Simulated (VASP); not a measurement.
Rb3NbS3:

```
CELL_PARAMETERS angstrom
7.24784 0.00000 0.00000
-3.62392 6.27681 0.00000
0.00000 0.00000 4.81059
ATOMIC_POSITIONS crystal
Rb 0.50000 0.00000 0.92435
Rb 0.00000 0.50000 0.92435
Rb 0.50000 0.50000 0.92435
Nb 0.00000 0.00000 0.44564
S 0.50000 0.00000 0.41328
S 0.00000 0.50000 0.41328
S 0.50000 0.50000 0.41328
```

The cell was built from a structure type or drawn by symmetry, and may not be a known phase.

* Program: VASP 6.6.1
* Task: relaxation of cell and atoms
* Functional: PBE
* Potentials or basis: VASP PAW PBE potentials, release 64 (Rb_sv, Nb_sv, S)
* Cutoff: 600 eV
* k mesh: 2 × 2 × 3
* Occupations: gaussian, width 0.15 eV
* Spin: no spin polarisation

At the start: pressure 10.5 GPa; volume 31.26 Å³/atom.

How do energy, volume and symmetry change on relaxing?

Over 15 steps the energy falls by 1034.3 meV/atom and the volume is 28.12 Å³/atom (-10.1 %); space group P6mm (No. 183, to 0.1 Å) before, P6/mmm (No. 191, to 0.1 Å).

The path:
```tsv
step	energy change (eV)	largest force (eV/Å)	pressure (GPa)	volume (Å³)
1	0.0000	1.5700	10.51	218.85
2	-5.4492	0.3322	-3.52	282.38
3	-5.4975	0.4267	-2.64	273.26
4	-5.5031	0.4038	-2.91	275.69
5	-6.2397	0.2399	-3.43	252.49
6	-6.6856	0.5058	1.90	186.64
7	-6.9552	0.2863	-3.00	220.66
8	-7.0409	0.3398	-2.02	208.02
9	-7.1836	0.2953	1.42	187.71
10	-7.1977	0.3087	0.50	192.00
11	-7.2324	0.2112	0.26	194.57
12	-7.2337	0.1902	0.23	195.17
13	-7.2378	0.1298	-0.12	197.02
14	-7.2379	0.1181	-0.20	197.40
15	-7.2402	0.0630	-0.11	196.82
```

Final structure:
```
Rb Nb S
1.0
     6.07980    0.00000    0.00000
    -3.03990    5.26526    0.00000
     0.00000    0.00000    6.14833
Rb Nb S
3 1 3
Direct
  0.50000 0.00000 0.92180
  0.00000 0.50000 0.92180
  0.50000 0.50000 0.92180
  0.00000 0.00000 0.42536
  0.50000 0.00000 0.42259
  0.00000 0.50000 0.42259
  0.50000 0.50000 0.42259
```

Caveat: the k points lie up to 0.60 Å⁻¹ apart in the final cell; a cell axis changed by over 15 % at a fixed basis, so the end point is rough; the relaxation stopped at a loose force limit of 0.08 eV/Å, so its end isn't a converged minimum.
